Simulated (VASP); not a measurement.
CdSe, 2 atoms in the cell. It takes space group R3m (No. 160, trigonal). The conventional cell has a = 4.342 Å, b = 4.342 Å, c = 10.636 Å, α = 90.00°, β = 90.00°, γ = 120.00°. Cd (site symmetry 3m) has 4 Se at 2.40 to 2.76 Å within 3.2 Å. Se (site symmetry 3m) has 4 Cd at 2.40 to 2.76 Å within 3.2 Å.  This cell differs from its parent crystal: all Se atoms moved +0.263 Å, as atom 2 towards its neighbour atom 1 (Cd) at 2.659 Å.

```yaml
Program: VASP 6.6.1
Task: single point
Functional: PBE
Potentials_or_basis: VASP PAW PBE potentials, release 64 (Cd, Se)
Cutoff: 520 eV
k_mesh: 10 × 10 × 10
Occupations: gaussian, width 0.05 eV
Spin: no spin polarisation
Dipole_correction: no
Further_INCAR_settings: ALGO = Normal; EDIFF = 1e-06; NBANDS = 16
```

Potentials or basis: VASP PAW PBE potentials, release 64 (Cd, Se).

Command:

```console
$ cat potpaw_PBE.64/Cd/POTCAR potpaw_PBE.64/Se/POTCAR > POTCAR
$ mpirun -np 1 vasp_std > vasp.out
```

Hardware: 1 thread of AMD EPYC 7R13 (shared host).

Question: Estimate the wall time of this run.

Answer: Run time: 2.6 min on 1 thread of AMD EPYC 7R13, on a shared host, peak memory 0.23 GiB. Counts: scf iterations 12, k points 116.
